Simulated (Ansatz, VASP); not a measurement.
C: VASP beside Ansatz

INCAR

```
PREC = Accurate
ENCUT = 520
EDIFF = 1E-6
ISMEAR = 0
SIGMA = 0.05
LREAL = Auto
LASPH = T
NELM = 100
ALGO = Normal
ISIF = 2
LWAVE = F
LCHARG = F
GGA = PE
NBANDS = 43
```

The input KPOINTS:

```
Automatic mesh
0
Gamma
  6 6 6
```

The input POSCAR:

```
C
1.0
    3.5715485858      0.0000000000     -3.5715485858
    0.0000000000      3.5715485858     -3.5715485858
    3.5715485858      3.5715485858      0.0000000000
C
15
Direct
    0.2500000000      0.2500000000      0.2500000000
    0.2500000000      0.7500000000      0.7500000000
    0.2500000000      0.7500000000      0.2500000000
    0.7500000000      0.2500000000      0.7500000000
    0.7500000000      0.2500000000      0.2500000000
    0.7500000000      0.7500000000      0.7500000000
    0.7500000000      0.7500000000      0.2500000000
    0.1250000000      0.1250000000      0.1250000000
    0.1250000000      0.1250000000      0.6250000000
    0.1250000000      0.6250000000      0.1250000000
    0.3075209642      0.4375000000      0.6274895179
    0.6250000000      0.1250000000      0.1250000000
    0.6250000000      0.1250000000      0.6250000000
    0.6250000000      0.6250000000      0.1250000000
    0.6250000000      0.6250000000      0.6250000000
```

Input for Ansatz:

```yaml
crystal:
  lattice:
    - [3.5715485858, 0.0, -3.5715485858]
    - [0.0, 3.5715485858, -3.5715485858]
    - [3.5715485858, 3.5715485858, 0.0]
  atoms:
    - { symbol: C, position: [0.25, 0.25, 0.25] }
    - { symbol: C, position: [0.25, 0.75, 0.75] }
    - { symbol: C, position: [0.25, 0.75, 0.25] }
    - { symbol: C, position: [0.75, 0.25, 0.75] }
    - { symbol: C, position: [0.75, 0.25, 0.25] }
    - { symbol: C, position: [0.75, 0.75, 0.75] }
    - { symbol: C, position: [0.75, 0.75, 0.25] }
    - { symbol: C, position: [0.125, 0.125, 0.125] }
    - { symbol: C, position: [0.125, 0.125, 0.625] }
    - { symbol: C, position: [0.125, 0.625, 0.125] }
    - { symbol: C, position: [0.3075209642, 0.4375, 0.6274895179] }
    - { symbol: C, position: [0.625, 0.125, 0.125] }
    - { symbol: C, position: [0.625, 0.125, 0.625] }
    - { symbol: C, position: [0.625, 0.625, 0.125] }
    - { symbol: C, position: [0.625, 0.625, 0.625] }
basis:
  ecutwfc: 420
kpoints:
  mp_grid: { grid: [6, 6, 6] }
hamiltonian:
  xc: pbe
  pseudopotentials: { kind: paw, azcp: { folder: soft_1 } }
scf:
  occupations: { method: gaussian, width: 0.05 }
output:
  forces: true
  stress: true
  eigenvalues: true
```

Change from the starting cell: C vacancy; atom 11 moved 0.500 of the way to it and -0.525 Å across, host rigid.

Alike in both runs: task single point; functional PBE; k mesh 6 × 6 × 6; occupations gaussian, width 0.05 eV; no spin polarisation.

|  | VASP | Ansatz |
| --- | --- | --- |
| version | VASP 6.6.1 | Ansatz 0.2.0 |
| potentials or method | VASP PAW PBE potentials, release 64 (C), cutoff 520 eV | scalar-relativistic, plane waves, PAW |
| valence electrons in the cell | 60 | 60 |

```csv
,VASP,Ansatz,Ansatz less VASP
gap on the k mesh at the Fermi level (eV),none,none,-
pressure (GPa),-5.7,-6.5,-0.88
"traceless stress, the component that is largest in VASP (GPa)",-18.47,-18.49,-0.022
rms of the force components (eV/Å),1.688,1.692,+0.0042
```

Atom by atom the forces differ by 0.009 eV/Å (rms over components). A gap of «none» marks a metal or a gap that the smearing closes.
